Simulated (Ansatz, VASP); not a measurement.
## Two plane-wave programs on MgF2

```
CELL_PARAMETERS angstrom
4.69760 0.00000 0.00000
0.00000 4.69760 0.00000
0.00000 0.00000 3.09307
ATOMIC_POSITIONS crystal
Mg 0.00000 0.00000 0.00000
Mg 0.50000 0.50000 0.50000
F 0.30356 0.30356 0.00000
F 0.19644 0.80356 0.50000
F 0.69644 0.69644 0.00000
F 0.80356 0.19644 0.50000
```

Alike in both runs: task relaxation of cell and atoms; functional PBE; dispersion D3(BJ); k mesh 6 × 6 × 8; occupations gaussian, width 0.02 eV; no spin polarisation.

|  | VASP | Ansatz |
| --- | --- | --- |
| version | VASP 6.6.1 | Ansatz 0.2.0 |
| potentials or method | VASP PAW PBE potentials, release 64 (Mg, F), cutoff 600 eV | scalar-relativistic, plane waves, PAW |
| valence electrons in the cell | 32 | 48 |

Ansatz gave:

```
gap on the k mesh at the Fermi level, each at its own relaxed structure (eV) : 6.98
relaxed volume (Å³/atom)                                                     : 11.13
relaxed cell length with the largest relative difference (Å)                 : 4.659
```

Problem. What did VASP give for the same quantities?

Solution. gap on the k mesh at the Fermi level, each at its own relaxed structure (eV): 7.02; relaxed volume (Å³/atom): 11.00; relaxed cell length with the largest relative difference (Å): 4.641.

VASP's potentials hold 32 valence electrons a cell and Ansatz's 48, so a difference there can come from the potentials and not from the codes.
